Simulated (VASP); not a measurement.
# TiIn2 (P4/mmm) in VASP: a series of runs

Runs on TiIn2. Level: PBE. Tasks: single point, relaxation of cell and atoms.

All numbers are computed with VASP 6.6.1; they aren't measurements. Logs are shortened: lines on timing, memory, paths and dates and some standing lists are left out, and cuts for length are marked.

## Step 1: The cell of the first run

Symmetry: P4/mmm, No. 123, tetragonal system. The conventional cell has a = 3.116 Å, b = 3.116 Å, c = 5.953 Å, α = 90.00°, β = 90.00°, γ = 90.00°. Within 3.6 Å of Ti (site symmetry 4/mmm) lie 8 In at 2.73 Å and 4 Ti at 3.12 Å. Within 3.6 Å of In (site symmetry 4mm) lie 4 Ti at 2.73 Å and 6 In at 2.74 to 3.21 Å.

## Step 2: Single point, PBE

Contents of INCAR:

```
PREC = Accurate ; ENCUT = 520
EDIFF = 1E-6 ; ISMEAR = 0
SIGMA = 0.1 ; LREAL = F
LASPH = T ; NELM = 60
ALGO = Normal ; ISIF = 2
LWAVE = F ; LCHARG = F
GGA = PE ; NBANDS = 26
```

Contents of KPOINTS:

```
Automatic mesh
0
Gamma
  6 6 4
```

Contents of POSCAR:

```
TiIn2
1.0
    3.1159615200      0.0000000000      0.0000000000
    0.0000000000      3.1159615200      0.0000000000
    0.0000000000      0.0000000000      5.9532972800
Ti In
1 2
Direct
    0.0000000000      0.0000000000      0.0000000000
    0.5000000000      0.5000000000      0.2700000100
    0.5000000000      0.5000000000      0.7299999900
```

Potentials or basis: VASP PAW PBE potentials, release 64 (Ti_sv, In_d).

Run with:

```console
cat potpaw_PBE.64/Ti_sv/POTCAR potpaw_PBE.64/In_d/POTCAR > POTCAR
mpirun -np 1 vasp_std > vasp.out
```

OUTCAR:

```text
PREC = Accurate
   ENCUT = 520
   EDIFF = 1E-6
   ISMEAR = 0
   LREAL = F
   LASPH = T
   NELM = 60
   ISIF = 2
   GGA = PE

 ion  position               nearest neighbor table
   1  0.000  0.000  0.000-   2 2.73   3 2.73   2 2.73   3 2.73   2 2.73   3 2.73   2 2.73   3 2.73

   2  0.500  0.500  0.270-   1 2.73   1 2.73   1 2.73   1 2.73   3 2.74   3 3.21
   3  0.500  0.500  0.730-   1 2.73   1 2.73   1 2.73   1 2.73   2 2.74   2 3.21

  LATTYP: Found a simple tetragonal cell.
 ALAT       =     3.1159615200
 C/A-ratio  =     1.9105811294

  Lattice vectors:

 A1 = (   3.1159615200,   0.0000000000,   0.0000000000)
 A2 = (   0.0000000000,   3.1159615200,   0.0000000000)
 A3 = (   0.0000000000,   0.0000000000,   5.9532972800)

Analysis of symmetry for initial positions (statically):
=====================================================================
 Subroutine PRICEL returns:
 Original cell was already a primitive cell.

 Routine SETGRP: Setting up the symmetry group for a
 simple tetragonal supercell.

 Subroutine GETGRP returns: Found 16 space group operations
 (whereof 16 operations were pure point group operations)
 out of a pool of 16 trial point group operations.

The static configuration has the point symmetry D_4h.

Analysis of symmetry for dynamics (positions and initial velocities):
=====================================================================
 Subroutine PRICEL returns:
 Original cell was already a primitive cell.

 Routine SETGRP: Setting up the symmetry group for a
 simple tetragonal supercell.

 Subroutine GETGRP returns: Found 16 space group operations
 (whereof 16 operations were pure point group operations)
 out of a pool of 16 trial point group operations.

The dynamic configuration has the point symmetry D_4h.

 Subroutine INISYM returns: Found 16 space group operations
 (whereof 16 operations are pure point group operations),
 and found     1 'primitive' translations

----------------------------------------------------------------------------------------

                                     Primitive cell

  volume of cell :      57.8019

  direct lattice vectors                    reciprocal lattice vectors
     3.115961520  0.000000000  0.000000000     0.320928225  0.000000000  0.000000000
[... 85 lines left out ...]
   LASPH  =      T    aspherical Exc in radial PAW
   ENCUT  =  520.0 eV  38.22 Ry    6.18 a.u.   5.79  5.79 11.07*2*pi/ulx,y,z
   NELM   =     60;   NELMIN=  2; NELMDL= -5     # of ELM steps
   EDIFF  = 0.1E-05   stopping-criterion for ELM
   LREAL  =      F    real-space projection
   EDIFFG = 0.1E-04   stopping-criterion for IOM
   NSW    =      0    number of steps for IOM
   IBRION =     -1    ionic relax: 0-MD 1-quasi-New 2-CG
   NFREE  =      0    steps in history (QN), initial steepest desc. (CG)
   ISIF   =      2    stress and relaxation
   ISYM   =      2    0-nonsym 1-usesym 2-fastsym
   POTIM  = 0.5000    time-step for ionic-motion
   TEBEG  =    0.0;   TEEND  =   0.0 temperature during run
   PSTRESS=    0.0 pullay stress
   NELECT =      38.0000    total number of electrons
   NUPDOWN=      -1.0000    fix difference up-down
   EMIN   =  10.00;   EMAX   =-10.00  energy-range for DOS
   EFERMI =   0.00;   METHOD = LEGACY
   ISMEAR =     0;   SIGMA  =   0.10  broadening in eV -4-tet -1-fermi 0-gaus
   EFERMI_NEDOS =   21; number of points for ismear=-14 and -15
   IALGO  =     38    algorithm
   IMIX   =      4    mixing-type and parameters
     AMIX     =   0.40;   BMIX     =  1.00
     AMIX_MAG =   1.60;   BMIX_MAG =  1.00
  volume/ion in A,a.u.               =      19.27       130.02
  Fermi-wavevector in a.u.,A,eV,Ry     =   1.423493  2.690012 27.569939  2.026333
  Thomas-Fermi vector in A             =   2.544085
   LORBIT       =      0    0 simple, 1 ext, 2 COOP (PROOUT), +10 PAW based schemes
   GGA     = PE    functional components
   LHFCALC =     F    Hartree Fock is set to
   AEXX    =    0.0000 exact exchange contribution
   IVDW    =     0    specifies the selected vdW correction
   LEPSILON=     F    determine dielectric tensor
   LRPA    =     F    only Hartree local field effects (RPA)
 non-spin polarized calculation
 Gauss-broadening in eV      SIGMA  =   0.10
  energy-cutoff  :      520.00
  volume of cell :       57.80
 maximum number of plane-waves:      1588
 NGX is ok and might be reduce to    24
   NGX = 11   NGY = 11   NGZ = 23

 number of electron      37.9999999 magnetization

 Free energy of the ion-electron system (eV)
  ---------------------------------------------------
  ext. energy  EPLUGINS =         0.00000000
  ---------------------------------------------------
  free energy    TOTEN  =       -12.08598259 eV

  energy without entropy =      -12.07587811  energy(sigma->0) =      -12.08093035

 E-fermi :   9.7519     XC(G=0): -11.3948

 val. band max:        9.6716656188   @ k =   0.5000   0.1667   0.0000
 cond. band min:       9.8068111267   @ k =   0.5000   0.1667   0.2500
 fundamental gap:      0.1351455079
 Fermi energy:         9.7518705845

 k-point     1 :       0.0000    0.0000    0.0000
  band No.  band energies     occupation
      1     -47.0527      2.00000
      2     -23.4772      2.00000
      3     -23.2288      2.00000
      4     -23.2288      2.00000
      5      -5.3522      2.00000
      6      -5.1295      2.00000
[... 685 lines left out ...]
     25      16.9441      0.00000
     26      17.0685      0.00000

 [... further k-points ...]

------------------------ aborting loop because EDIFF is reached ----------------------------------------

  FORCE on cell =-STRESS in cart. coord.  units (eV):
  Direction    XX          YY          ZZ          XY          YZ          ZX
  --------------------------------------------------------------------------------------
  -------------------------------------------------------------------------------------
  Total        5.7932967      5.7932967     11.3739445      0.0000000      0.0000000      0.0000000
  in kB      160.5811693    160.5811693    315.2680394      0.0000000      0.0000000      0.0000000
  external PRESSURE =     212.1434593 kB  Pullay stress =       0.0000000 kB

 VOLUME and BASIS-vectors are now :
 -----------------------------------------------------------------------------
  energy-cutoff  :      520.00
  volume of cell :       57.80
      direct lattice vectors                 reciprocal lattice vectors
     3.115961520  0.000000000  0.000000000     0.320928225  0.000000000  0.000000000
     0.000000000  3.115961520  0.000000000     0.000000000  0.320928225  0.000000000
     0.000000000  0.000000000  5.953297280     0.000000000  0.000000000  0.167974142

 POSITION                                       TOTAL-FORCE (eV/Angst)
 -----------------------------------------------------------------------------------
      0.00000      0.00000      0.00000        -0.000000     -0.000000      0.000000
      1.55798      1.55798      1.60739        -0.000000      0.000000      1.194288
      1.55798      1.55798      4.34591         0.000000     -0.000000     -1.194288
 -----------------------------------------------------------------------------------
    total drift:                                0.000000     -0.000000      0.000000

  FREE ENERGIE OF THE ION-ELECTRON SYSTEM (eV)
  ---------------------------------------------------
  free  energy   TOTEN  =       -12.0859825937 eV

  energy  without entropy=      -12.0758781051  energy(sigma->0) =      -12.08093035
```

Run time: 14 s. Hardware: 1 thread of Intel Xeon 6975P-C (Granite Rapids), shared host; peak memory 0.19 GiB.

Results:

```
Free energy            : -12.0860 eV
Pressure               : 21.2 GPa
Largest force          : 1.194 eV/Å
Band gap on the k mesh : zero (band 19 reaches 10.71 eV, above the bottom of band 20 at 8.81 eV)
```

Forces in eV/Å, atoms in the order of the input:
```
Ti   0.000  0.000  0.000
In   0.000  0.000  1.194
In   0.000  0.000 -1.194
```

Levels at points of the mesh, in eV from the Fermi level:
```tsv
k point	band 15	band 16	band 17	band 18	band 19	band 20	band 21	band 22	band 23	band 24
(0.00, 0.00, 0.00)	-9.95	-5.68	-4.71	-0.93	0.96	0.96	1.07	2.07	5.73	5.73
(0.50, 0.00, 0.00)	-6.27	-4.73	-4.03	-1.63	-1.20	-0.53	0.68	1.55	2.66	3.61
(0.50, 0.50, 0.00)	-4.59	-1.81	-1.81	-1.67	-1.67	-0.54	0.67	1.81	2.95	5.01
(0.00, 0.00, 0.50)	-8.91	-8.62	-1.14	-0.93	0.49	0.86	0.86	2.07	4.58	7.06
(0.50, 0.00, 0.50)	-5.88	-5.25	-3.71	-3.15	-0.39	-0.24	0.74	1.54	3.21	4.78
(0.50, 0.50, 0.50)	-4.43	-2.52	-2.52	-1.86	-0.46	-0.46	0.93	2.95	3.33	3.33
```

Caveat: spin-orbit coupling is left out, which moves the levels of the heavy elements; forces of over 1 eV/Å act on the atoms, so gaps and moduli don't describe the material at rest.

(Part 1 of 2 ends here.)
